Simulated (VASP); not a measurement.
Ti:

```xyz
1
Lattice="-1.6410 1.6410 1.6410 1.6410 -1.6410 1.6410 1.6410 1.6410 -1.6410" Properties=species:S:1:pos:R:3 pbc="T T T"
Ti    0.0000    0.0000    0.0000
```

| Item | Value |
| --- | --- |
| Program | VASP 6.6.1 |
| Task | relaxation of cell and atoms |
| Functional | LDA |
| Potentials or basis | VASP PAW LDA potentials, release 64 (Ti_sv) |
| Cutoff | 600 eV |
| k mesh | 13 × 13 × 13 |
| Occupations | fermi-dirac, width 0.15 eV |
| Spin | no spin polarisation |

At the start: pressure -9.9 GPa; volume 17.68 Å³/atom.

Where does the relaxation end?

Over 3 steps the energy falls by 57.3 meV/atom and the volume is 15.97 Å³/atom (-9.7 %); space group Im-3m (No. 229, to 0.05 Å).

Step by step:
```
step  energy change (eV)  largest force (eV/Å)  pressure (GPa)  volume (Å³)
   1              0.0000                0.0000           -9.93        17.68
   2             -0.0352                0.0000            7.87        15.02
   3             -0.0573                0.0000            0.04        15.97
```

Final structure:
```
CELL_PARAMETERS angstrom
-1.58633 1.58633 1.58633
1.58633 -1.58633 1.58633
1.58633 1.58633 -1.58633
ATOMIC_POSITIONS crystal
Ti 0.00000 0.00000 0.00000
```
